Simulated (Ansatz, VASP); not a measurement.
## Two plane-wave programs on BaZrO3

```
Ba Zr O
1.0
     5.95896    0.00000    0.00000
     0.00000    5.95896    0.00000
     0.00000    0.00000    5.05187
Ba Zr O
1 1 3
Direct
  0.00000 0.00000 0.00000
  0.50000 0.50000 0.00000
  0.00000 0.00000 0.50000
  0.50000 0.50000 0.63097
  0.50000 0.50000 0.36903
```

Alike in both runs: functional PBE; k mesh 4 × 4 × 4; occupations gaussian, width 0.1 eV; no spin polarisation.

Ansatz relaxed the structure, and its values are those at the end. VASP's run is a single point on that final structure, the one shown.

```csv
,VASP,Ansatz
version,VASP 6.6.1,Ansatz 0.2.0
potentials or method,"VASP PAW PBE potentials, release 64 (Ba_sv, Zr_sv, O), cutoff 520 eV","scalar-relativistic, plane waves, PAW"
valence electrons in the cell,40,40
```

VASP gave:

| Property | Result |
| --- | --- |
| gap on the k mesh at the Fermi level (eV) | none |
| pressure (GPa) | 0.5 |
| rms of the force components (eV/Å) | 0.090 |

Question: Estimate Ansatz's values.

Answer: gap on the k mesh at the Fermi level (eV): none; pressure (GPa): 0.1; rms of the force components (eV/Å): 0.005.

A gap of «none» marks a metal or a gap that the smearing closes. With one functional, cell and mesh, what is left measures potentials, basis and numerics.

Neither program's run includes spin-orbit coupling.
